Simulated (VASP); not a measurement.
The system is AlNi.

```xyz
2
Lattice="2.8810 0.0000 0.0000 0.0000 2.8810 0.0000 0.0000 0.0000 2.8810" Properties=species:S:1:pos:R:3 pbc="T T T"
Ni    1.4405    1.4405    1.4405
Al    0.0000    0.0000    0.0000
```

* Program: VASP 6.6.1
* Task: relaxation of cell and atoms
* Functional: BLYP
* Dispersion: D4
* Potentials or basis: VASP PAW PBE potentials, release 64 (Ni, Al)
* Cutoff: 600 eV
* k mesh: 9 × 9 × 9
* Occupations: fermi-dirac, width 0.05 eV
* Spin: collinear spin, ferromagnetic start
* Starting moments: [1.0, 0.0] μB

At the start: pressure -4.4 GPa; volume 11.96 Å³/atom.

Q: How do energy, volume and symmetry change on relaxing?

A: Over 3 steps the energy falls by 4.6 meV/atom and the volume is 11.63 Å³/atom (-2.7 %); space group Pm-3m (No. 221, to 0.05 Å); moment 0.00 μB per cell.

Step by step:
```
step  energy change (eV)  largest force (eV/Å)  pressure (GPa)  volume (Å³)
   1              0.0000                0.0000           -4.40        23.91
   2             -0.0041                0.0000            3.55        22.79
   3             -0.0092                0.0000           -0.06        23.26
```

Final structure:
```
CELL_PARAMETERS angstrom
2.85462 0.00000 0.00000
0.00000 2.85462 0.00000
0.00000 0.00000 2.85462
ATOMIC_POSITIONS crystal
Ni 0.50000 0.50000 0.50000
Al 0.00000 0.00000 0.00000
```

Caveat: the PAW data sets were made with another functional, which shifts forces and pressure a little; pairwise dispersion overbinds metals, which lowers pressure and volume.
